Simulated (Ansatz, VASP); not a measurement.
Two plane-wave programs on ScSiS3

The input INCAR:

```
SYSTEM = ScSiS3
PREC = Accurate
ENCUT = 520
EDIFF = 1E-6
ISMEAR = 0
SIGMA = 0.1
LREAL = .FALSE.
LASPH = .TRUE.
NELM = 60
ALGO = Normal
ISIF = 2
LWAVE = .FALSE.
LCHARG = .FALSE.
GGA = PE
NBANDS = 24
```

File KPOINTS:

```
regular mesh
0
G
  4 4 4
  0 0 0
```

POSCAR

```
ScSiS3
1.0
    4.6234420800      0.0000000000      0.0000000000
    0.0000000000      4.6234420800      0.0000000000
    0.0000000000      0.0000000000      4.6234420800
Sc Si S
1 1 3
Direct
    0.0000000000      0.0000000000      0.0000000000
    0.5000000000      0.5000000000      0.5000000000
    0.0000000000      0.5000000000      0.5000000000
    0.5000000000      0.0000000000      0.5000000000
    0.5000000000      0.5000000000      0.0000000000
```

Input for Ansatz:

```yaml
crystal:
  lattice:
    - [4.62344208, 0.0, 0.0]
    - [0.0, 4.62344208, 0.0]
    - [0.0, 0.0, 4.62344208]
  atoms:
    - { symbol: Sc, position: [0.0, 0.0, 0.0] }
    - { symbol: Si, position: [0.5, 0.5, 0.5] }
    - { symbol: S, position: [0.0, 0.5, 0.5] }
    - { symbol: S, position: [0.5, 0.0, 0.5] }
    - { symbol: S, position: [0.5, 0.5, 0.0] }
basis:
  ecutwfc: 420
kpoints:
  mp_grid: { grid: [4, 4, 4] }
hamiltonian:
  xc: pbe
scf:
  occupations: { method: gaussian, width: 0.1 }
  lower_state_search: "off"
output:
  forces: true
  stress: true
  eigenvalues: true
```

Change from the starting cell: species swapped into the CeBRh3 type (Pm-3m, No. 221).

Alike in both runs: task single point; functional PBE; k mesh 4 × 4 × 4; occupations gaussian, width 0.1 eV; no spin polarisation.

```csv
,VASP,Ansatz
version,VASP 6.6.1,Ansatz 0.2.0
potentials or method,"VASP PAW PBE potentials, release 64 (Sc_sv, Si, S), cutoff 520 eV","scalar-relativistic, plane waves, PAW"
valence electrons in the cell,33,33
```

Ansatz gave:

| Item | Value |
| --- | --- |
| gap on the k mesh at the Fermi level (eV) | none |
| pressure (GPa) | -5.0 |

Task: Which values does VASP return?

Result: gap on the k mesh at the Fermi level (eV): none; pressure (GPa): -5.1.

A gap of «none» marks a metal or a gap that the smearing closes.
